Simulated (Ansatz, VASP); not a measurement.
**SnO2: VASP beside Ansatz**

The input INCAR:

```
SYSTEM = SnO2
PREC     = Accurate       ! precision mode
ENCUT    = 520            ! plane-wave cutoff, eV
EDIFF    = 1E-7           ! SCF threshold, eV
ISMEAR   = 0              ! smearing method
SIGMA    = 0.05           ! smearing width, eV
LREAL    = .FALSE.        ! projectors in reciprocal space
LASPH    = .TRUE.         ! aspherical terms in the spheres
NELM     = 80             ! most SCF steps
ALGO     = Normal         ! electronic algorithm
ISIF     = 2              ! what is computed and relaxed
LWAVE    = .FALSE.        ! write WAVECAR
LCHARG   = .TRUE.         ! write CHGCAR
GGA      = PE             ! functional
LELF     = .TRUE.         ! ELF
LVHAR    = .TRUE.       
NBANDS   = 35             ! bands
```

The input KPOINTS:

```
regular mesh
0
G
  6 6 8
  0 0 0
```

POSCAR

```
SnO2
1.0
    4.8277932898      0.0000000000      0.0000000000
    0.0000000000      4.8278069739      0.0000000000
    0.0000000000      0.0000000000      3.2379014683
Sn O
2 4
Direct
    0.5059145075      0.5076213321      0.5000000000
   -0.0059244324      0.0076290438      0.0000000000
    0.3055920776      0.3029308337      0.0000000000
    0.7583740925      0.1404915013      0.5000000000
    0.1944447429      0.8029615397      0.5000000000
    0.7416627280      0.6404607953      0.0000000000
```

Input for Ansatz:

```yaml
crystal:
  lattice:
    - [4.8277932898, 0.0, 0.0]
    - [0.0, 4.8278069739, 0.0]
    - [0.0, 0.0, 3.2379014683]
  atoms:
    - { symbol: Sn, position: [0.5059145075, 0.5076213321, 0.5] }
    - { symbol: Sn, position: [-0.0059244324, 0.0076290438, 0.0] }
    - { symbol: O, position: [0.3055920776, 0.3029308337, 0.0] }
    - { symbol: O, position: [0.7583740925, 0.1404915013, 0.5] }
    - { symbol: O, position: [0.1944447429, 0.8029615397, 0.5] }
    - { symbol: O, position: [0.741662728, 0.6404607953, 0.0] }
basis:
  ecutwfc: 520.0
kpoints:
  mp_grid: { grid: [6, 6, 8] }
hamiltonian:
  xc: pbe
  pseudopotentials: { kind: paw, azcp: { folder: soft_1 } }
scf:
  occupations: { method: gaussian, width: 0.05 }
output:
  forces: true
  stress: true
  eigenvalues: true
  write_density: true
  write_potential: true
  elf: true
  volumetric_format: npy
```

Change from the starting cell: mode 4 frozen in at -0.168 Å and mode 7 at +0.178 Å (largest displacements).

Alike in both runs: task single point; functional PBE; k mesh 6 × 6 × 8; occupations gaussian, width 0.05 eV; no spin polarisation.

```csv
,VASP,Ansatz
version,VASP 6.6.1,Ansatz 0.2.0
potentials or method,"VASP PAW PBE potentials, release 64 (Sn_d, O), cutoff 520 eV","scalar-relativistic, plane waves, PAW"
valence electrons in the cell,52,52
```

|  | VASP | Ansatz | Ansatz less VASP |
| --- | --- | --- | --- |
| gap on the k mesh at the Fermi level (eV) | 0.86 | 0.88 | +0.014 |
| least direct gap on the mesh (eV) | 0.86 | 0.88 | +0.014 |
| pressure (GPa) | -1.2 | -1.7 | -0.58 |
| traceless stress, the component that is largest in VASP (GPa) | 0.79 | 0.58 | -0.212 |
| rms of the force components (eV/Å) | 0.347 | 0.349 | +0.0014 |

Atom by atom the forces differ by 0.011 eV/Å (rms over components). The functional is the same, so the differences come from potentials, cutoffs and numerics.
